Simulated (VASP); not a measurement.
Here is a VASP 6.6.1 calculation.

File POSCAR:

```
Se
1.0
    4.3662000000      0.0000000000      0.0000000000
   -2.1831000000      3.7812401180      0.0000000000
    0.0000000000      0.0000000000      4.9536000000
Se
3
Direct
    0.7746000000      0.7746000000      0.0000000000
    0.0000000000      0.2254000000      0.6666666667
    0.2254000000      0.0000000000      0.3333333333
```

INCAR.step1

```
SYSTEM = Se
PREC = Accurate ; ENCUT = 400
EDIFF = 1E-5 ; ISMEAR = 1
SIGMA = 0.15 ; LREAL = .False.
LASPH = .True. ; NELM = 120
ALGO = Normal ; ISIF = 2
LWAVE = .True. ; LCHARG = .False.
GGA = PE ; NBANDS = 16
GGA_COMPAT = .False.
```

The input INCAR.step2:

```
SYSTEM = Se
PREC = Accurate ; ENCUT = 400
EDIFF = 1E-6 ; ISMEAR = 1
SIGMA = 0.15 ; LREAL = .False.
LASPH = .True. ; NELM = 120
ALGO = Normal ; ISIF = 2
LWAVE = .False. ; LCHARG = .False.
GGA = B5 ; LHFCALC = .True.
AEXX = 0.2 ; AGGAX = 0.72
AGGAC = 0.81 ; ALDAC = 0.19
PRECFOCK = Normal ; ISTART = 1
NBANDS = 16 ; GGA_COMPAT = .False.
```

The input KPOINTS:

```
regular mesh
0
Gamma
  5 5 4
  0 0 0
```

Potentials or basis: VASP PAW PBE potentials, release 64 (Se).

Run with:

```sh
$ cat potpaw_PBE.64/Se/POTCAR > POTCAR
$ cp INCAR.step1 INCAR
$ mpirun -np 1 vasp_std > vasp.out
$ cp INCAR.step2 INCAR
$ mpirun -np 1 vasp_std > vasp.out
```

**Question.** Predict the band gap on the k mesh.

**Answer.** 2.43 eV (least direct gap 2.49 eV).

**Question.** What does it give for the pressure?

**Answer.** 3.9 GPa.

**Question.** Estimate the largest force.

**Answer.** 0.160 eV/Å.

Stress tensor (GPa, compression positive):
```
3.70 0.00 0.00
0.00 3.70 0.00
0.00 0.00 4.40
```

Caveat: the cell stands under pressure; the PAW data sets were made with another functional, which shifts forces and pressure a little. A k mesh can miss the band edges.
